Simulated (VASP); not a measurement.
Input of a VASP 6.6.1 run:

The input INCAR:

```
PREC     = Accurate       # precision mode
ENCUT    = 600            # plane-wave cutoff, eV
EDIFF    = 1E-6           # SCF threshold, eV
ISMEAR   = 0              # smearing method
SIGMA    = 0.02           # smearing width, eV
LREAL    = F              # projectors in reciprocal space
LASPH    = T              # aspherical terms in the spheres
NELM     = 100            # most SCF steps
ALGO     = Normal         # electronic algorithm
ISIF     = 3              # what is computed and relaxed
LWAVE    = F              # write WAVECAR
LCHARG   = F              # write CHGCAR
GGA      = PE             # functional
IBRION   = 2              # ionic algorithm
NSW      = 100            # ionic steps
EDIFFG   = -0.005         # ionic threshold
```

The input KPOINTS:

```
regular mesh
0
Gamma
  10 10 10
```

Contents of POSCAR:

```
CdSe
1.0
    0.0000000000      3.0702711986      3.0702711986
    3.0702711986      0.0000000000      3.0702711986
    3.0702711986      3.0702711986      0.0000000000
Cd Se
1 1
Direct
    0.0000000000      0.0000000000      0.0000000000
    0.7500000000      0.7500000000      0.7500000000
```

Potentials or basis: VASP PAW PBE potentials, release 64 (Cd, Se).

Command:

```console
$ cat potpaw_PBE.64/Cd/POTCAR potpaw_PBE.64/Se/POTCAR > POTCAR
$ mpirun -np 1 vasp_std > vasp.out
```

Question: What does it give for the relaxed cell?

Answer: a = 4.388 Å, b = 4.388 Å, c = 4.388 Å, α = 60.00°, β = 60.00°, γ = 60.00°.

Question: Predict the band gap on the k mesh.

Answer: 0.48 eV, direct.

Question: What does it give for the space group after relaxing (to 0.05 Å)?

Answer: F-43m (No. 216).

Final structure:
```
Cd Se
1.0
     0.00000    3.10272    3.10272
     3.10272    0.00000    3.10272
     3.10272    3.10272    0.00000
Cd Se
1 1
Direct
  0.00000 0.00000 0.00000
  0.75000 0.75000 0.75000
```

PBE gaps usually lie below the measured ones, often by a third to a half.
